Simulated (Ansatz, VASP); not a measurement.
## ZnCd3Ni in VASP and in Ansatz

File POSCAR:

```
ZnCd3Ni
1.0
    4.4881821483      0.0000000000      0.0000000000
    0.0000000000      4.4881821483      0.0000000000
    0.0000000000      0.0000000000      4.4881821483
Zn Cd Ni
1 3 1
Direct
    0.0000000000      0.0000000000      0.0000000000
    0.0000000000      0.5000000000      0.5000000000
    0.5000000000      0.0000000000      0.5000000000
    0.5000000000      0.5000000000      0.0000000000
    0.5000000000      0.5000000000      0.5000000000
```

File INCAR.step1:

```
PREC     = Accurate       # precision mode
ENCUT    = 600            # plane-wave cutoff, eV
ISMEAR   = 0              # smearing method
SIGMA    = 0.1            # smearing width, eV
LREAL    = F              # projectors in reciprocal space
LASPH    = T              # aspherical terms in the spheres
NELM     = 60             # most SCF steps
GGA      = PE             # functional
ALGO     = Normal         # electronic algorithm
EDIFF    = 1E-4           # SCF threshold, eV
LWAVE    = T              # write WAVECAR
LCHARG   = F              # write CHGCAR
```

Contents of INCAR.step2:

```
PREC     = Accurate       # precision mode
ENCUT    = 600            # plane-wave cutoff, eV
EDIFF    = 1E-7           # SCF threshold, eV
ISMEAR   = 0              # smearing method
SIGMA    = 0.1            # smearing width, eV
LREAL    = F              # projectors in reciprocal space
LASPH    = T              # aspherical terms in the spheres
NELM     = 60             # most SCF steps
ALGO     = Normal         # electronic algorithm
ISIF     = 3              # what is computed and relaxed
LWAVE    = F              # write WAVECAR
LCHARG   = F              # write CHGCAR
METAGGA  = R2SCAN         # meta-GGA
LMIXTAU  = T            
IBRION   = 2              # ionic algorithm
NSW      = 90             # ionic steps
EDIFFG   = -0.04          # ionic threshold
ISTART   = 1
```

Contents of KPOINTS:

```
Automatic mesh
0
Gamma
  4 4 4
```

Input for Ansatz:

```yaml
crystal:
  lattice:
    - [4.4881821483, 0.0, 0.0]
    - [0.0, 4.4881821483, 0.0]
    - [0.0, 0.0, 4.4881821483]
  atoms:
    - { symbol: Zn, position: [0.0, 0.0, 0.0] }
    - { symbol: Cd, position: [0.0, 0.5, 0.5] }
    - { symbol: Cd, position: [0.5, 0.0, 0.5] }
    - { symbol: Cd, position: [0.5, 0.5, 0.0] }
    - { symbol: Ni, position: [0.5, 0.5, 0.5] }
basis:
  ecutwfc: 500
kpoints:
  mp_grid: { grid: [4, 4, 4] }
hamiltonian:
  xc: r2scan
scf:
  occupations: { method: gaussian, width: 0.1 }
  lower_state_search: "off"
output:
  forces: true
  stress: true
  eigenvalues: true
relax:
  adjacent_minimum: "off"
  f_tol: 0.04
  max_steps: 70
  cell: { stress_tol: 0.4 }
```

Alike in both runs: task relaxation of cell and atoms; functional r2SCAN; k mesh 4 × 4 × 4; occupations gaussian, width 0.1 eV; no spin polarisation.

|  | VASP | Ansatz |
| --- | --- | --- |
| version | VASP 6.6.1 | Ansatz 0.2.0 |
| potentials or method | VASP PAW PBE potentials, release 64 (Zn, Cd, Ni), cutoff 600 eV | scalar-relativistic, plane waves, PAW |
| valence electrons in the cell | 58 | 90 |

|  | VASP | Ansatz | Ansatz less VASP |
| --- | --- | --- | --- |
| gap on the k mesh at the Fermi level, each at its own relaxed structure (eV) | none | none | - |
| relaxed volume (Å³/atom) | 23.67 | 23.24 | -0.428 |
| relaxed length of the cell vector where the two differ most in proportion (Å) | 4.909 | 4.880 | -0.0298 |

VASP's potentials were made for PBE, not for r2SCAN. A gap of «none» marks a metal or a gap that the smearing closes. VASP's potentials hold 58 valence electrons a cell and Ansatz's 90, so a difference there can come from the potentials and not from the codes.

Noted on VASP's run: the volume moved by over 15 % at a fixed basis, so the end points are rough.
